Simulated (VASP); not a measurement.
# Hf4Si4O15 (a cell with a defect) in VASP: notebook, part 2 of 2

VASP 6.6.1. Earlier steps stand in the parts before.

### 4 Single point, PBE

File INCAR:

```
SYSTEM = Hf4Si4O15
  PREC = Accurate
  ENCUT = 520
  EDIFF = 1E-6
  ISMEAR = 0
  SIGMA = 0.01
  LREAL = .FALSE.
  LASPH = .TRUE.
  NELM = 120
  ALGO = Normal
  ISIF = 2
  LWAVE = .FALSE.
  LCHARG = .TRUE.
  GGA = PE
  LELF = .TRUE.
  LVHAR = .TRUE.
  NBANDS = 90
  GGA_COMPAT = .FALSE.
```

File KPOINTS:

```
Automatic mesh
0
Gamma
  1 1 1
  0.25 0.25 0.25
```

File POSCAR:

```
Hf4Si4O15
1.0
    6.6465279248      0.0000000000      0.0000000000
    0.0000000000      6.6465279248      0.0000000000
    0.0000000000      0.0000000000      6.0147349639
Hf Si O
4 4 15
Direct
    0.0003852603      0.0006341848     -0.0032407069
    0.5052603044      0.5006502912      0.5082992974
   -0.0083343069      0.5005079110      0.2373001284
    0.4993899332     -0.0005187516      0.7530103930
    0.0298984022      0.5007576869      0.7284909182
    0.4994815784      0.0002388676      0.2529740036
   -0.0010413893      0.0000679624      0.4982891301
    0.4905206627      0.4995251167      0.0070015163
    0.0015382014      0.8154325533      0.3172739363
    0.4909868080      0.3175774951      0.8218577433
    0.6835796388      0.0009769156      0.0709143206
    0.3165930152      0.0003693282      0.0700362548
    0.8210364783      0.5007885527      0.5651921332
    0.0006356854      0.1854392373      0.3176799139
    0.4926926381      0.6826778516      0.8233227054
    0.3129041313      0.4996793386      0.1998358459
    0.8139677979     -0.0006709314      0.6796114154
    0.0022386757      0.6822767678      0.9269917473
    0.4980201442      0.1843099544      0.4356579092
    0.0055784940      0.3169824392      0.9239923898
    0.4984399791      0.8150724365      0.4344479270
    0.1834943369     -0.0009903017      0.6799641279
    0.6785530406      0.4982150938      0.1821864498
```

Started as:

```sh
> cat potpaw_PBE.64/Hf_pv/POTCAR potpaw_PBE.64/Si/POTCAR potpaw_PBE.64/O/POTCAR > POTCAR
> mpirun -np 1 vasp_std > vasp.out
```

Wall time 3 min (1 thread of Intel Xeon Platinum 8259CL at 2.50GHz (Skylake/Cascade Lake), shared host); peak memory 0.37 GiB.

The run converged. Its results:

- Free energy: -206.7458 eV
- Pressure: -4.2 GPa
- Largest force: 0.278 eV/Å
- Band gap on the k mesh: 3.46 eV

Forces on the atoms (eV/Å):
```
Hf   0.079 -0.027 -0.026
Hf   0.260 -0.098 -0.015
Hf  -0.010 -0.020 -0.076
Hf  -0.082  0.071 -0.003
Si   0.016  0.015  0.021
Si  -0.030  0.025 -0.001
Si   0.026  0.019  0.011
Si   0.007 -0.021  0.000
O   -0.038 -0.153 -0.138
O    0.003 -0.158 -0.121
O    0.123 -0.014 -0.142
O   -0.127 -0.014 -0.114
O   -0.122 -0.003 -0.149
O   -0.003  0.121 -0.123
O   -0.031  0.162 -0.164
O   -0.155  0.016  0.075
O   -0.108  0.019  0.145
O    0.033  0.137  0.088
O    0.012  0.120  0.114
O   -0.053 -0.120  0.227
O    0.013 -0.104  0.142
O    0.119  0.004  0.132
O    0.068  0.026  0.115
```

Stress tensor (GPa, compression positive):
```
-3.64  0.00  1.33
 0.00 -3.78  0.04
 1.33  0.04 -5.12
```

Levels at points of the mesh, in eV from the valence-band top:
```tsv
k point	band 71	band 72	band 73	band 74	band 75	band 76
(0.25, 0.25, 0.25)	-2.03	-1.74	-0.08	3.47	3.65	3.94
```

Caveat: spin-orbit coupling is left out, which moves the levels of the heavy elements.

### 5 Single point, PBE

File INCAR:

```
SYSTEM = Hf4Si4O15
PREC = Accurate
ENCUT = 520
EDIFF = 1E-6
ISMEAR = 0
SIGMA = 0.01
LREAL = .FALSE.
LASPH = .TRUE.
NELM = 120
ALGO = Normal
ISIF = 2
LWAVE = .FALSE.
LCHARG = .FALSE.
GGA = PE
NELECT = 144.0
NBANDS = 90
GGA_COMPAT = .FALSE.
```

KPOINTS is that of step 4.

File POSCAR:

```
Hf4Si4O15
1.0
    6.6465279248      0.0000000000      0.0000000000
    0.0000000000      6.6465279248      0.0000000000
    0.0000000000      0.0000000000      6.0147349639
Hf Si O
4 4 15
Direct
    0.0079897698     -0.0004558436      0.0011132380
    0.5184385359      0.5009738782      0.4924086044
   -0.0023154103      0.4994430832      0.2394100009
    0.5052604876     -0.0002334202      0.7500889314
   -0.0866470828      0.4991911719      0.7944496662
    0.5075656021      0.0006049498      0.2494667965
    0.0078251161     -0.0004169544      0.5019015224
    0.4838018959      0.5000983605      0.0001165021
    0.0144837954      0.8090545211      0.3237438053
    0.4941180986      0.3223514311      0.8096865269
    0.6929217921      0.0006616827      0.0686464125
    0.3230068016      0.0015340903      0.0677992954
    0.8323262680      0.5016247347      0.5491341109
    0.0142960052      0.1915451444      0.3256305065
    0.4898596905      0.6782061393      0.8100931716
    0.3123440806      0.4996894499      0.2021970071
    0.8209160881     -0.0008023420      0.6804276052
   -0.0046654724      0.6848666602      0.9286346952
    0.5059149457      0.1875674894      0.4305819295
   -0.0026681226      0.3140836007      0.9277849251
    0.5067444676      0.8121716176      0.4289955712
    0.1889822728     -0.0013287423      0.6867300027
    0.6853198845      0.4995692974      0.1620486730
```

Potentials or basis: VASP PAW PBE potentials, release 64 (Hf_pv, Si, O).

Started as:

```sh
> cat potpaw_PBE.64/Hf_pv/POTCAR potpaw_PBE.64/Si/POTCAR potpaw_PBE.64/O/POTCAR > POTCAR
> mpirun -np 1 vasp_std > vasp.out
```

OUTCAR:

```text
SYSTEM = Hf4Si4O15
   PREC = Accurate
   ENCUT = 520
   EDIFF = 1E-6
   ISMEAR = 0
   LREAL = .FALSE.
   LASPH = .TRUE.
   NELM = 120
   ISIF = 2
   GGA = PE
   NELECT = 144.0

 ion  position               nearest neighbor table
   1  0.008  1.000  0.001-  12 2.13  11 2.13  20 2.14  18 2.14  22 2.24  17 2.29   9 2.32  14 2.33
                             7 3.00   7 3.01   3 3.62   3 3.62   4 3.63   4 3.67
   2  0.518  0.501  0.492-  21 2.10  13 2.11  19 2.12  16 2.22  15 2.25  10 2.25  23 2.28   8 2.97
                             8 3.06   5 3.19   3 3.53   4 3.66   4 3.68   3 3.78
   3  0.998  0.499  0.239-  16 2.10  14 2.11   9 2.12  23 2.13  13 2.16  18 2.24  20 2.24   5 2.73
                             5 3.39   2 3.53   1 3.62   1 3.62   2 3.78
   4  0.505  1.000  0.750-  22 2.14  17 2.14  15 2.17  10 2.18  12 2.26  11 2.29  19 2.29  21 2.30
                             6 3.00   6 3.01   1 3.63   2 3.66   1 3.67   2 3.68
   5  0.913  0.499  0.794-  13 1.57  20 1.57  18 1.57   3 2.73   8 3.11   2 3.19   3 3.39
   6  0.508  0.001  0.249-  12 1.64  11 1.64  19 1.65  21 1.65   4 3.00   4 3.01
   7  0.008  1.000  0.502-  22 1.64  17 1.64  14 1.66   9 1.66   1 3.00   1 3.01
   8  0.484  0.500  0.000-  15 1.65  10 1.65  23 1.66  16 1.67   2 2.97   2 3.06   5 3.11
   9  0.014  0.809  0.324-   7 1.66   3 2.12   1 2.32
  10  0.494  0.322  0.810-   8 1.65   4 2.18   2 2.25
  11  0.693  0.001  0.069-   6 1.64   1 2.13   4 2.29
  12  0.323  0.002  0.068-   6 1.64   1 2.13   4 2.26
  13  0.832  0.502  0.549-   5 1.57   2 2.11   3 2.16
  14  0.014  0.192  0.326-   7 1.66   3 2.11   1 2.33
  15  0.490  0.678  0.810-   8 1.65   4 2.17   2 2.25
  16  0.312  0.500  0.202-   8 1.67   3 2.10   2 2.22
  17  0.821  0.999  0.680-   7 1.64   4 2.14   1 2.29
  18  0.995  0.685  0.929-   5 1.57   1 2.14   3 2.24
  19  0.506  0.188  0.431-   6 1.65   2 2.12   4 2.29
  20  0.997  0.314  0.928-   5 1.57   1 2.14   3 2.24
  21  0.507  0.812  0.429-   6 1.65   2 2.10   4 2.30
  22  0.189  0.999  0.687-   7 1.64   4 2.14   1 2.24
  23  0.685  0.500  0.162-   8 1.66   3 2.13   2 2.28

  LATTYP: Found a simple tetragonal cell.
 ALAT       =     6.6465279248
 C/A-ratio  =     0.9049439094

  Lattice vectors:

 A1 = (   6.6465279248,   0.0000000000,   0.0000000000)
 A2 = (   0.0000000000,   6.6465279248,   0.0000000000)
 A3 = (   0.0000000000,   0.0000000000,   6.0147349639)

[... 176 lines left out ...]
   LEPSILON=     F    determine dielectric tensor
   LRPA    =     F    only Hartree local field effects (RPA)
 non-spin polarized calculation
 Gauss-broadening in eV      SIGMA  =   0.01
  energy-cutoff  :      520.00
  volume of cell :      265.71
 maximum number of plane-waves:      7149
 NGX is ok and might be reduce to    50
   NGX = 25   NGY = 25   NGZ = 23

 number of electron     143.9999993 magnetization

 Free energy of the ion-electron system (eV)
  ---------------------------------------------------
  ext. energy  EPLUGINS =         0.00000000
  ---------------------------------------------------
  free energy    TOTEN  =      -216.10121733 eV

  energy without entropy =     -216.10121733  energy(sigma->0) =     -216.10121733

 E-fermi :   2.9922     XC(G=0): -10.6086

 val. band max:        2.9280342501   @ k =   0.2500   0.2500   0.2500
 cond. band min:       6.3804847555   @ k =   0.2500  -0.2500   0.2500
 fundamental gap:      3.4524505053
 Fermi energy:         2.9922059444

 k-point     1 :       0.2500    0.2500    0.2500
  band No.  band energies     occupation
      1     -27.1862      2.00000
      2     -27.0862      2.00000
      3     -26.9377      2.00000
      4     -26.8596      2.00000
      5     -26.7804      2.00000
      6     -26.7526      2.00000
[... 337 lines left out ...]
     83       9.4764      0.00000
     84       9.6818      0.00000
 [bands above 84 left out]

------------------------ aborting loop because EDIFF is reached ----------------------------------------

  FORCE on cell =-STRESS in cart. coord.  units (eV):
  Direction    XX          YY          ZZ          XY          YZ          ZX
  --------------------------------------------------------------------------------------
  -------------------------------------------------------------------------------------
  Total      -19.4601323    -22.6599736    -16.3038438     -0.0983764      0.0236590      3.0181550
  in kB     -117.3411144   -136.6355847    -98.3092596     -0.5931923      0.1426594     18.1989342
  external PRESSURE =    -117.4286529 kB  Pullay stress =       0.0000000 kB

 VOLUME and BASIS-vectors are now :
 -----------------------------------------------------------------------------
  energy-cutoff  :      520.00
  volume of cell :      265.71
      direct lattice vectors                 reciprocal lattice vectors
     6.646527925  0.000000000  0.000000000     0.150454495  0.000000000  0.000000000
     0.000000000  6.646527925  0.000000000     0.000000000  0.150454495  0.000000000
     0.000000000  0.000000000  6.014734964     0.000000000  0.000000000  0.166258365

 POSITION                                       TOTAL-FORCE (eV/Angst)
 -----------------------------------------------------------------------------------
      0.05310      6.64350      0.00670         0.080323     -0.022711     -0.035020
      3.44582      3.32974      2.96171         0.164762     -0.088999     -0.053723
      6.63114      3.31956      1.43999        -0.121883      0.039250     -0.091398
      3.35823      6.64498      4.51159        -0.085942      0.062827      0.008081
      6.07063      3.31789      4.77840        -0.035565      0.034911     -0.026635
      3.37355      0.00402      1.50048        -0.024173      0.012824      0.015449
[... 15 lines left out ...]
      1.25608      6.63770      4.13050         0.131393      0.015516      0.124636
      4.55500      3.32040      0.97468         0.128078      0.018261      0.132664
 -----------------------------------------------------------------------------------
    total drift:                                0.000043      0.001060     -0.000773

  FREE ENERGIE OF THE ION-ELECTRON SYSTEM (eV)
  ---------------------------------------------------
  free  energy   TOTEN  =      -216.1012173254 eV

  energy  without entropy=     -216.1012173254  energy(sigma->0) =     -216.10121733
```

OSZICAR:

```text
N       E                     dE             d eps       ncg     rms          rms(c)
DAV:   1     0.919096816503E+03    0.91910E+03   -0.79471E+04   720   0.155E+03
DAV:   2    -0.181246059604E+03   -0.11003E+04   -0.10644E+04   888   0.387E+02
DAV:   3    -0.247365583240E+03   -0.66120E+02   -0.65714E+02   832   0.914E+01
DAV:   4    -0.248471887512E+03   -0.11063E+01   -0.11019E+01   872   0.127E+01
DAV:   5    -0.248496465051E+03   -0.24578E-01   -0.24547E-01   848   0.177E+00    0.934E+01
DAV:   6    -0.216500646597E+03    0.31996E+02   -0.14104E+02   864   0.387E+01    0.761E+01
DAV:   7    -0.216221599319E+03    0.27905E+00   -0.95711E+00   864   0.108E+01    0.516E+01
DAV:   8    -0.216188467427E+03    0.33132E-01   -0.14843E+00   856   0.523E+00    0.128E+01
DAV:   9    -0.216101049279E+03    0.87418E-01   -0.54288E-01   832   0.275E+00    0.343E+00
DAV:  10    -0.216099798943E+03    0.12503E-02   -0.28493E-02   864   0.662E-01    0.176E+00
DAV:  11    -0.216100339592E+03   -0.54065E-03   -0.72286E-03   800   0.337E-01    0.542E-01
DAV:  12    -0.216100996261E+03   -0.65667E-03   -0.99070E-04   800   0.136E-01    0.109E-01
DAV:  13    -0.216101151679E+03   -0.15542E-03   -0.33472E-04   832   0.654E-02    0.529E-02
DAV:  14    -0.216101206315E+03   -0.54637E-04   -0.73147E-05   856   0.393E-02    0.499E-02
DAV:  15    -0.216101214888E+03   -0.85721E-05   -0.16344E-05   832   0.149E-02    0.362E-02
DAV:  16    -0.216101216823E+03   -0.19350E-05   -0.88058E-06   768   0.116E-02    0.208E-02
DAV:  17    -0.216101217325E+03   -0.50287E-06   -0.22405E-06   656   0.595E-03
   1 F= -.21610122E+03 E0= -.21610122E+03  d E =-.194702E-20
```

Run time: 2.9 min. Hardware: 1 thread of Intel Xeon Platinum 8259CL at 2.50GHz (Skylake/Cascade Lake), shared host; peak memory 0.37 GiB.

What came out:

```
Free energy   : -216.1012 eV
Largest force : 0.239 eV/Å
```

Forces in eV/Å, atoms in the order of the input:
```
Hf   0.080 -0.023 -0.035
Hf   0.165 -0.089 -0.054
Hf  -0.122  0.039 -0.091
Hf  -0.086  0.063  0.008
Si  -0.036  0.035 -0.027
Si  -0.024  0.013  0.015
Si   0.023 -0.005 -0.009
Si   0.006 -0.033  0.014
O   -0.025 -0.143 -0.109
O   -0.008 -0.108 -0.133
O    0.133 -0.013 -0.148
O   -0.144 -0.023 -0.126
O   -0.104 -0.030 -0.124
O   -0.032  0.131 -0.132
O    0.029  0.125 -0.161
O   -0.112  0.007  0.150
O   -0.125  0.003  0.143
O    0.048  0.136  0.151
O    0.034  0.153  0.108
O    0.032 -0.165  0.170
O    0.008 -0.108  0.133
O    0.131  0.016  0.125
O    0.128  0.018  0.133
```

Levels at points of the mesh, in eV from the Fermi level:
| k point | band 70 | band 71 | band 72 | band 73 | band 74 | band 75 |
| --- | --- | --- | --- | --- | --- | --- |
| (0.25, 0.25, 0.25) | -0.42 | -0.29 | -0.06 | 3.39 | 3.95 | 5.03 |

Caveat: the cell carries a net charge on a neutralising background, which shifts energy and pressure; the cell is charged against a uniform background, so pressure and absolute levels hang on convention; spin-orbit coupling is left out, which moves the levels of the heavy elements.

### 6 Single point, PBE, collinear spin

File INCAR:

```
PREC = Accurate
ENCUT = 520
EDIFF = 1E-6
ISMEAR = 0
SIGMA = 0.01
LREAL = F
LASPH = T
NELM = 200
ALGO = Normal
ISIF = 2
LWAVE = F
LCHARG = T
ISPIN = 2
MAGMOM = 0.01 0.2 0.07 0.02 0.01 0 0 0 0 0.01 0 0 0 0 0.02 0.01 0 0.01 0 0.01 0 0 0.01
LORBIT = 11
NUPDOWN = 1.0
LMAXMIX = 4
GGA = PE
LELF = T
LVHAR = T
NBANDS = 94
NELECT = 147.0
GGA_COMPAT = F
```

KPOINTS is that of step 5.

File POSCAR:

```
Hf4Si4O15
1.0
    6.6465279200      0.0000000000      0.0000000000
    0.0000000000      6.6465279200      0.0000000000
    0.0000000000      0.0000000000      6.0147349600
Hf Si O
4 4 15
Direct
   -0.0003101410      0.0000792969     -0.0008385866
    0.4409890814      0.5007719112      0.5176616597
   -0.0099475260      0.4993268660      0.2394825477
    0.4991587262     -0.0000742913      0.7530849193
    0.0497465890      0.5007199101      0.7347770419
    0.4953685971      0.0002317510      0.2543043493
   -0.0020130756     -0.0003055917      0.4987860862
    0.4993379384      0.5005388106      0.0035774049
    0.0049825785      0.8168310389      0.3172500298
    0.4993929443      0.3132540587      0.8233188735
    0.6833874513      0.0006193077      0.0776385025
    0.3165901977      0.0003848094      0.0675592168
    0.8553244075      0.4997764357      0.5624296642
    0.0041549903      0.1812412932      0.3157377261
    0.5055989278      0.6889158944      0.8257024765
    0.3105381574      0.5019275586      0.1813693046
    0.8115678097      0.0009254372      0.6771321126
    0.0043945197      0.6866551818      0.9263331194
    0.4872860617      0.1846722722      0.4352846543
    0.0092273170      0.3132203316      0.9256064824
    0.4866432386      0.8143752917      0.4344069298
    0.1814872834     -0.0010996773      0.6811863460
    0.6829134357      0.4970121034      0.1792986389
```

Potentials or basis: VASP PAW PBE potentials, release 64 (Hf_pv, Si, O).

Started as:

```sh
> cat potpaw_PBE.64/Hf_pv/POTCAR potpaw_PBE.64/Si/POTCAR potpaw_PBE.64/O/POTCAR > POTCAR
> mpirun -np 1 vasp_std > vasp.out
```

It took 6.8 min on 1 thread of Intel Xeon Platinum 8259CL at 2.50GHz (Skylake/Cascade Lake), shared host; peak memory 0.49 GiB.

Results (log left out):

```
Free energy                                           : -198.9335 eV
Largest force                                         : 0.281 eV/Å
Net moment                                            : 1.00 μB per cell
Site moments                                          : Hf +0.01, +0.37, +0.17, +0.04; Si +0.02, +0.00, +0.01 (each value once); O +0.00, +0.01, -0.00 (each value once) μB
Valence electrons inside the program's atomic spheres : Hf 8.22, 8.11, 8.30, 8.24; Si 1.61, 1.67, 1.66 (each value once); O 5.16, 5.17, 5.11, 5.13 (each value once)
```

Forces on the atoms (eV/Å):
```
Hf   0.091 -0.044 -0.025
Hf   0.017 -0.089  0.003
Hf  -0.023 -0.002 -0.027
Hf  -0.063  0.038  0.017
Si   0.092  0.038 -0.033
Si  -0.028 -0.020 -0.003
Si   0.019 -0.036  0.016
Si   0.011 -0.024  0.025
O   -0.037 -0.088 -0.144
O    0.004 -0.108 -0.082
O    0.102  0.012 -0.127
O   -0.117 -0.015 -0.127
O   -0.037 -0.019 -0.179
O   -0.011  0.132 -0.120
O   -0.089  0.107 -0.163
O   -0.067 -0.003  0.131
O   -0.125  0.000  0.124
O    0.015  0.220  0.173
O   -0.023  0.132  0.133
O   -0.058 -0.192  0.138
O    0.014 -0.069  0.132
O    0.151  0.007  0.121
O    0.161  0.024  0.016
```

Caveat: the k points lie up to 0.52 Å⁻¹ apart; the cell carries a net charge on a neutralising background, which shifts energy and pressure; the cell is charged against a uniform background, so pressure and absolute levels hang on convention; spin-orbit coupling is left out, which moves the levels of the heavy elements; the total moment is fixed, so each spin has its own Fermi level and the state may be an excited one.
